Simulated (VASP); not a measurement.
# Cu (P6_3/mmc) in VASP: a series of runs, part 2 of 2

VASP 6.6.1. Earlier steps stand in the parts before.

**3. Relaxation of cell and atoms, PBEsol, target pressure 2 GPa, at which the enthalpy is minimised**

INCAR reads:

```
SYSTEM = Cu
PREC     = Accurate       ! precision mode
ENCUT    = 600            ! plane-wave cutoff, eV
EDIFF    = 1E-6           ! SCF threshold, eV
ISMEAR   = -1             ! smearing method
SIGMA    = 0.05           ! smearing width, eV
LREAL    = .FALSE.        ! projectors in reciprocal space
LASPH    = .TRUE.         ! aspherical terms in the spheres
NELM     = 60             ! most SCF steps
ALGO     = Fast           ! electronic algorithm
ISIF     = 3              ! what is computed and relaxed
LWAVE    = .FALSE.        ! write WAVECAR
LCHARG   = .FALSE.        ! write CHGCAR
GGA      = PS             ! functional
IBRION   = 2              ! ionic algorithm
NSW      = 60             ! ionic steps
EDIFFG   = -0.01          ! ionic threshold
PSTRESS  = 20.0
```

KPOINTS reads:

```
regular mesh
0
G
  12 12 7
  0 0 0
```

POSCAR reads:

```
Cu
1.0
    2.5340966698      0.0000000000      0.0000000000
   -1.2670483349      2.1945920917      0.0000000000
    0.0000000000      0.0000000000      4.1125710000
Cu
2
Direct
    0.6666666667      0.3333333333      0.7500000000
    0.3333333333      0.6666666667      0.2500000000
```

Potentials or basis: VASP PAW PBE potentials, release 64 (Cu).

Command:

```bash
cat potpaw_PBE.64/Cu/POTCAR > POTCAR
mpirun -np 1 vasp_std > vasp.out
```

OUTCAR:

```text
SYSTEM = Cu
   PREC = Accurate
   ENCUT = 600
   EDIFF = 1E-6
   ISMEAR = -1
   LREAL = .FALSE.
   LASPH = .TRUE.
   NELM = 60
   ISIF = 3
   GGA = PS
   IBRION = 2
   NSW = 60
   EDIFFG = -0.01
   PSTRESS = 20.0

 ion  position               nearest neighbor table
   1  0.667  0.333  0.750-   2 2.52   2 2.52   2 2.52   2 2.52   2 2.52   2 2.52
   2  0.333  0.667  0.250-   1 2.52   1 2.52   1 2.52   1 2.52   1 2.52   1 2.52

  LATTYP: Found a hexagonal cell.
 ALAT       =     2.5340966698
 C/A-ratio  =     1.6228942838

  Lattice vectors:

 A1 = (   2.5340966698,   0.0000000000,   0.0000000000)
 A2 = (  -1.2670483349,   2.1945920917,   0.0000000000)
 A3 = (   0.0000000000,   0.0000000000,   4.1125710000)

Analysis of symmetry for initial positions (statically):
=====================================================================
 Subroutine PRICEL returns:
 Original cell was already a primitive cell.

 Routine SETGRP: Setting up the symmetry group for a
 hexagonal supercell.

 Subroutine GETGRP returns: Found 24 space group operations
 (whereof 12 operations were pure point group operations)
 out of a pool of 24 trial point group operations.

The static configuration has the point symmetry D_3d.
 The point group associated with its full space group is D_6h.

Analysis of symmetry for dynamics (positions and initial velocities):
=====================================================================
 Subroutine PRICEL returns:
 Original cell was already a primitive cell.

 Routine SETGRP: Setting up the symmetry group for a
 hexagonal supercell.

 Subroutine GETGRP returns: Found 24 space group operations
 (whereof 12 operations were pure point group operations)
 out of a pool of 24 trial point group operations.

The dynamic configuration has the point symmetry D_3d.
 The point group associated with its full space group is D_6h.

 Subroutine INISYM returns: Found 24 space group operations
 (whereof 12 operations are pure point group operations),
 and found     1 'primitive' translations

----------------------------------------------------------------------------------------

                                     Primitive cell

  volume of cell :      22.8713

  direct lattice vectors                    reciprocal lattice vectors
     2.534096670  0.000000000  0.000000000     0.394617937  0.227832772  0.000000000
    -1.267048335  2.194592092  0.000000000     0.000000000  0.455665544  0.000000000
     0.000000000  0.000000000  4.112571000     0.000000000  0.000000000  0.243156896

  length of vectors
     2.534096670  2.534096670  4.112571000     0.455665544  0.455665544  0.243156896

  position of ions in fractional coordinates (direct lattice)
     0.666666667  0.333333333  0.750000000
     0.333333333  0.666666667  0.250000000

  ion indices of the primitive-cell ions
   primitive index   ion index
                 1           1
                 2           2

----------------------------------------------------------------------------------------

 KPOINTS: regular mesh

Automatic generation of k-mesh.
 Grid dimensions read from file:
 generate k-points for:   12   12    7

 Generating k-lattice:

  Cartesian coordinates                     Fractional coordinates (reciprocal lattice)
[... 63 lines left out ...]
   NSW    =     60    number of steps for IOM
   IBRION =      2    ionic relax: 0-MD 1-quasi-New 2-CG
   NFREE  =      1    steps in history (QN), initial steepest desc. (CG)
   ISIF   =      3    stress and relaxation
   ISYM   =      2    0-nonsym 1-usesym 2-fastsym
   POTIM  = 0.5000    time-step for ionic-motion
   TEBEG  =    0.0;   TEEND  =   0.0 temperature during run
   PSTRESS=   20.0 pullay stress
   NELECT =      22.0000    total number of electrons
   NUPDOWN=      -1.0000    fix difference up-down
   EMIN   =  10.00;   EMAX   =-10.00  energy-range for DOS
   EFERMI =   0.00;   METHOD = LEGACY
   ISMEAR =    -1;   SIGMA  =   0.05  broadening in eV -4-tet -1-fermi 0-gaus
   EFERMI_NEDOS =   21; number of points for ismear=-14 and -15
   IALGO  =     68    algorithm
   IMIX   =      4    mixing-type and parameters
     AMIX     =   0.40;   BMIX     =  1.00
     AMIX_MAG =   1.60;   BMIX_MAG =  1.00
  volume/ion in A,a.u.               =      11.44        77.17
  Fermi-wavevector in a.u.,A,eV,Ry     =   1.616041  3.053874 35.532800  2.611587
  Thomas-Fermi vector in A             =   2.710691
   LORBIT       =      0    0 simple, 1 ext, 2 COOP (PROOUT), +10 PAW based schemes
   GGA     = PS    functional components
   LHFCALC =     F    Hartree Fock is set to
   AEXX    =    0.0000 exact exchange contribution
   IVDW    =     0    specifies the selected vdW correction
   LEPSILON=     F    determine dielectric tensor
   LRPA    =     F    only Hartree local field effects (RPA)
 conjugate gradient relaxation of ions
 non-spin polarized calculation
 RMM-DIIS sequential band-by-band and
  energy-cutoff  :      600.00
  volume of cell :       22.87
 maximum number of plane-waves:       774
   NGX = 11   NGY = 11   NGZ = 17

--------------------------------------- Ionic step        1  -------------------------------------------

 number of electron      21.9999991 magnetization

 Free energy of the ion-electron system (eV)
  ---------------------------------------------------
  ext. energy  EPLUGINS =         0.00000000
  ---------------------------------------------------
  free energy    TOTEN  =        -8.58730780 eV

  energy without entropy =       -8.57940569  energy(sigma->0) =       -8.58335675

------------------------ aborting loop because EDIFF is reached ----------------------------------------

  FORCE on cell =-STRESS in cart. coord.  units (eV):
  Direction    XX          YY          ZZ          XY          YZ          ZX
  --------------------------------------------------------------------------------------
  -------------------------------------------------------------------------------------
  Total       -0.0220206     -0.0220206      0.0250243      0.0000000     -0.0000000      0.0000000
  in kB       -1.5425882     -1.5425882      1.7530023      0.0000000     -0.0000000      0.0000000
  external PRESSURE =     -20.4440580 kB  Pullay stress =      20.0000000 kB
[... 97 lines left out ...]
  energy  without entropy=       -8.5780605084  energy(sigma->0) =       -8.58198506

  enthalpy is  TOTEN    =        -8.3048750474 eV   P V=        0.2810345647

[... ionic steps 4 to 21 ...]

--------------------------------------- Ionic step       22  -------------------------------------------

 number of electron      21.9999988 magnetization

------------------------ aborting loop because EDIFF is reached ----------------------------------------
[... 71 lines left out ...]
--------------------------------------- Ionic step       24  -------------------------------------------

 number of electron      21.9999988 magnetization

 Free energy of the ion-electron system (eV)
  ---------------------------------------------------
  ext. energy  EPLUGINS =         0.00000000
  ---------------------------------------------------
  free energy    TOTEN  =        -8.58570208 eV

  energy without entropy =       -8.57783285  energy(sigma->0) =       -8.58176746

 E-fermi :   7.9679     XC(G=0): -13.1947

 val. band max:        7.9526866203   @ k =   0.3333   0.1667   0.2857
 cond. band min:       7.9948329676   @ k =   0.5000  -0.0000   0.0000
 fundamental gap:      0.0421463473
 Fermi energy:         7.9678602197

 k-point     1 :       0.0000    0.0000    0.0000
  band No.  band energies     occupation
      1      -1.7496      2.00000
      2       2.6520      2.00000
      3       4.8526      2.00000
      4       4.9044      2.00000
      5       4.9044      2.00000
      6       5.1339      2.00000
      7       5.1339      2.00000
      8       5.4225      2.00000
      9       5.4225      2.00000
     10       6.2420      2.00000
     11       6.2420      2.00000
     12       6.8773      2.00000
     13      12.0731      0.00000
     14      29.6904      0.00000
[... 401 lines left out ...]
      2       3.4354      2.00000
      3       3.7231      2.00000
      4       4.3395      2.00000
      5       4.8986      2.00000
      6       4.9880      2.00000
      7       5.2440      2.00000
      8       5.9788      2.00000
      9       6.0129      2.00000
     10       6.0404      2.00000
     11       6.3472      2.00000
     12      10.6845      0.00000
     13      15.0236      0.00000
     14      16.1716      0.00000
     15      21.6602      0.00000

 [... further k-points ...]

------------------------ aborting loop because EDIFF is reached ----------------------------------------

  FORCE on cell =-STRESS in cart. coord.  units (eV):
  Direction    XX          YY          ZZ          XY          YZ          ZX
  --------------------------------------------------------------------------------------
  -------------------------------------------------------------------------------------
  Total        0.2705301      0.2705301      0.2939310      0.0000000     -0.0000000     -0.0000000
  in kB       19.2676877     19.2676877     20.9343441      0.0000000     -0.0000000     -0.0000000
  external PRESSURE =      -0.1767602 kB  Pullay stress =      20.0000000 kB
[... 21 lines left out ...]
  energy  without entropy=       -8.5778328455  energy(sigma->0) =       -8.58176746

  enthalpy is  TOTEN    =        -8.3048898255 eV   P V=        0.2808122534

 reached required accuracy - stopping structural energy minimisation
```

It took 6.7 min on 1 thread of Intel Xeon 8259CL, shared host; peak memory 0.16 GiB.

What came out:

| Quantity | Value |
| --- | --- |
| Free energy | -8.5857 eV |
| Relaxed volume | 11.25 Å³/atom |
| Relaxed cell | a = 2.519 Å, b = 2.519 Å, c = 4.094 Å, α = 90.00°, β = 90.00°, γ = 120.00° |
| Space group after relaxing (to 0.1 Å) | P6_3/mmc (No. 194) |
| Energy change on relaxing (the run minimises the enthalpy) | +0.8 meV/atom |
| Ionic steps | 24 |
| Pressure after relaxing | 2.0 GPa |
| Band gap on the k mesh | zero (bands 11 and 12 overlap by 6.01 eV) |

Step by step:
```
step  energy change (eV)  largest force (eV/Å)  pressure (GPa)  volume (Å³)
   1              0.0000                0.0000           -0.04        22.87
   2              0.0032                0.0000            4.31        22.39
   3              0.0014                0.0000            1.83        22.51
   4              0.0015                0.0000            1.93        22.50
   5              0.0016                0.0000            1.99        22.50
   6              0.0017                0.0000            2.57        22.49
   7              0.0004                0.0000            1.12        22.62
   8              0.0013                0.0000            2.00        22.52
   9              0.0012                0.0000            1.67        22.53
  10              0.0013                0.0000            1.82        22.52
  11              0.0017                0.0000            2.67        22.49
  12              0.0014                0.0000            1.48        22.51
  13              0.0015                0.0000            1.88        22.50
  14              0.0016                0.0000            2.31        22.50
  15              0.0015                0.0000            1.90        22.50
  16              0.0015                0.0000            2.73        22.50
  17              0.0015                0.0000            1.70        22.50
  18              0.0018                0.0000            2.64        22.48
  19              0.0016                0.0000            2.25        22.49
  20              0.0016                0.0000            1.88        22.50
  21              0.0016                0.0000            2.86        22.49
  22              0.0016                0.0000            1.52        22.50
  23              0.0016                0.0000            2.41        22.50
  24              0.0016                0.0000            1.98        22.50
```

Final structure:
```
CELL_PARAMETERS angstrom
2.51876 0.00000 0.00000
-1.25938 2.18131 0.00000
0.00000 0.00000 4.09442
ATOMIC_POSITIONS crystal
Cu 0.66667 0.33333 0.75000
Cu 0.33333 0.66667 0.25000
```

Levels at points of the mesh, in eV from the Fermi level:
| k point | band 8 | band 9 | band 10 | band 11 | band 12 | band 13 | band 14 | band 15 |
| --- | --- | --- | --- | --- | --- | --- | --- | --- |
| (0.00, 0.00, 0.00) | -2.55 | -2.55 | -1.73 | -1.73 | -1.09 | 4.11 | 21.72 | 22.39 |
| (0.50, 0.00, 0.00) | -1.63 | -1.57 | -1.52 | 0.03 | 1.67 | 8.02 | 8.47 | 11.03 |

Caveat: the cell is relaxed towards a set pressure, so the run minimises the enthalpy, not the energy; the PAW data sets were made with another functional, which shifts forces and pressure a little.

The gap in the log of VASP goes by the Fermi energy; the results here count the filled bands.